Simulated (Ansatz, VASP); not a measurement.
# ReOs in VASP and in Ansatz

```
Re Os
1.0
     2.75733    0.00000    0.00000
    -1.37867    2.38792    0.00000
     0.00000    0.00000    4.38243
Re Os
1 1
Direct
  0.56667 0.28333 0.42500
  0.10000 0.05000 0.07500
```

Change from the starting cell: shortest bond scaled by 0.7, PAW files.

Alike in both runs: task electric field gradients; functional LDA; k mesh 12 × 12 × 7; occupations fermi-dirac, width 0.05 eV; no spin polarisation.

|  | VASP | Ansatz |
| --- | --- | --- |
| version | VASP 6.6.1 | Ansatz 0.2.0 |
| potentials or method | VASP PAW LDA potentials, release 64 (Re_sv_GW, Os_sv_GW) | PAW with Ansatz's default frozen-core files, scalar-relativistic |
| plane-wave cutoff (eV) | 420 | 420 |
| valence electrons in the cell | 31 | 31 |

```tsv
	VASP	Ansatz	Ansatz less VASP
rms of the force components (eV/Å)	16.200	15.299	-0.9009
size of Vzz on the site where it differs most (V/Å²)	344.7	372.8	+28.09
```

LDA's correlation is that of Perdew and Zunger in VASP and of Perdew and Wang (1992) in Ansatz. Atom by atom the forces differ by 0.905 eV/Å (rms over components).

Spin-orbit coupling is off throughout. Noted on VASP's run: the cell as given lies far from equilibrium.
